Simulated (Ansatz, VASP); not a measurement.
# One calculation of Sr3O, two programs

The input INCAR:

```
SYSTEM = Sr3O
PREC = Accurate ; ENCUT = 600
EDIFF = 1E-6 ; ISMEAR = 0
SIGMA = 0.1 ; LREAL = .FALSE.
LASPH = .TRUE. ; NELM = 60
ALGO = Normal ; ISIF = 3
LWAVE = .FALSE. ; LCHARG = .FALSE.
GGA = PE ; IBRION = 2
NSW = 90 ; EDIFFG = -0.04
```

KPOINTS

```
regular mesh
0
G
  4 4 4
  0 0 0
```

Contents of POSCAR:

```
Sr3O
1.0
    4.6680104780      0.0000000000      0.0000000000
    0.0000000000      4.6680104780      0.0000000000
    0.0000000000      0.0000000000      4.6200298455
Sr O
3 1
Direct
    0.0000000000      0.5000000000      0.5000000000
    0.5000000000      0.0000000000      0.5000000000
    0.5000000000      0.5000000000      0.0000000000
    0.0000000000      0.0000000000      0.0000000000
```

Input for Ansatz:

```yaml
crystal:
  lattice:
    - [4.668010478, 0.0, 0.0]
    - [0.0, 4.668010478, 0.0]
    - [0.0, 0.0, 4.6200298455]
  atoms:
    - { symbol: Sr, position: [0.0, 0.5, 0.5] }
    - { symbol: Sr, position: [0.5, 0.0, 0.5] }
    - { symbol: Sr, position: [0.5, 0.5, 0.0] }
    - { symbol: O, position: [0.0, 0.0, 0.0] }
basis:
  ecutwfc: 420
kpoints:
  mp_grid: { grid: [4, 4, 4] }
hamiltonian:
  xc: pbe
scf:
  occupations: { method: gaussian, width: 0.1 }
  lower_state_search: "off"
output:
  forces: true
  stress: true
  eigenvalues: true
relax:
  adjacent_minimum: "off"
  f_tol: 0.04
  max_steps: 70
  cell: { stress_tol: 0.4 }
```

Alike in both runs: task relaxation of cell and atoms; functional PBE; k mesh 4 × 4 × 4; occupations gaussian, width 0.1 eV; no spin polarisation.

|  | VASP | Ansatz |
| --- | --- | --- |
| version | VASP 6.6.1 | Ansatz 0.2.0 |
| potentials or method | VASP PAW PBE potentials, release 64 (Sr_sv, O), cutoff 600 eV | scalar-relativistic, plane waves, PAW |
| valence electrons in the cell | 36 | 36 |

```csv
,VASP,Ansatz,Ansatz less VASP
"gap on the k mesh at the Fermi level, each at its own relaxed structure (eV)",none,none,-
relaxed volume (Å³/atom),35.88,35.56,-0.327
relaxed cell length with the largest relative difference (Å),5.176,5.112,-0.0638
```

A gap of «none» marks a metal or a gap that the smearing closes.

Noted on VASP's run: the volume moved by over 15 % at a fixed basis, so the end points are rough.
